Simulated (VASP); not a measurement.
Here is a VASP 6.6.1 calculation.

INCAR

```
SYSTEM = SiNi
  ALGO = Normal
  EDIFF = 1E-6
  ENCUT = 520
  GGA = PS
  ISIF = 2
  ISMEAR = 0
  LASPH = .TRUE.
  LCHARG = .FALSE.
  LREAL = .FALSE.
  LWAVE = .FALSE.
  NBANDS = 38
  NELM = 60
  PREC = Accurate
  SIGMA = 0.15
```

Contents of KPOINTS:

```
k-points
0
G
  10 10 10
  0 0 0
```

File POSCAR:

```
SiNi
1.0
    4.4679769961      0.0000000000      0.0000000000
    0.0000000000      4.4679769961      0.0000000000
    0.0000000000      0.0000000000      4.4679769961
Si Ni
4 4
Direct
    0.8723084518      0.8723084518      0.8723084518
    0.6535354713      0.1535354713      0.3464645287
    0.3464645287      0.6535354713      0.1535354713
    0.1535354713      0.3464645287      0.6535354713
    0.1489904887      0.1489904887      0.1489904887
    0.3510095113      0.8510095113      0.6489904887
    0.6489904887      0.3510095113      0.8510095113
    0.8510095113      0.6489904887      0.3510095113
```

Potentials or basis: VASP PAW PBE potentials, release 64 (Si, Ni).

The run is started by

```console
$ cat potpaw_PBE.64/Si/POTCAR potpaw_PBE.64/Ni/POTCAR > POTCAR
$ mpirun -np 1 vasp_std > vasp.out
```

Question: What does it give for the pressure?

Answer: 1.3 GPa.

Question: Predict the largest force.

Answer: 2.714 eV/Å.

Question: Predict the band gap on the k mesh.

Answer: Zero (bands 28 and 29 overlap by 1.20 eV).

Stress tensor (GPa, compression positive):
```
1.34 1.13 1.13
1.13 1.34 1.13
1.13 1.13 1.34
```

Caveat: the cell differs from its parent crystal (atom 1 (Si) moved +0.200 Å towards its neighbour atom 5 (Ni) at 2.341 Å); the PAW data sets were made with another functional, which shifts forces and pressure a little. Spin polarisation is off, so any magnetic state and its effect on volume and gap are missing.
